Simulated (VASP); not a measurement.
Input of a VASP 6.6.1 run:

The input INCAR:

```
ALGO     = Normal         # electronic algorithm
EDIFF    = 1E-7           # SCF threshold, eV
ENCUT    = 520            # plane-wave cutoff, eV
GGA      = PE             # functional
ISIF     = 2              # what is computed and relaxed
ISMEAR   = -1             # smearing method
LASPH    = T              # aspherical terms in the spheres
LCHARG   = T              # write CHGCAR
LELF     = T              # ELF
LREAL    = F              # projectors in reciprocal space
LVHAR    = T            
LWAVE    = F              # write WAVECAR
NBANDS   = 18             # bands
NELM     = 100            # most SCF steps
PREC     = Accurate       # precision mode
SIGMA    = 0.1            # smearing width, eV
```

KPOINTS

```
k-points
0
Gamma
  10 10 10
```

POSCAR

```
Si2W
1.0
   -1.6147060919      1.6147060919      3.9347413575
    1.6147060919     -1.6147060919      3.9347413575
    1.6147060919      1.6147060919     -3.9347413575
Si W
2 1
Direct
    0.3345375629      0.3345375629      0.0000000000
    0.6654624371      0.6654624371      0.0000000000
    0.0000000000      0.0000000000      0.0000000000
```

Potentials or basis: VASP PAW PBE potentials, release 64 (Si, W_sv).

Launch:

```sh
$ cat potpaw_PBE.64/Si/POTCAR potpaw_PBE.64/W_sv/POTCAR > POTCAR
$ mpirun -np 1 vasp_std > vasp.out
```

**Question.** Estimate the band gap on the k mesh.

**Answer.** Zero (bands 11 and 12 overlap by 1.29 eV).

**Question.** Estimate the pressure.

**Answer.** 0.0 GPa.

Caveat: spin-orbit coupling is left out, which moves the levels of the heavy elements.
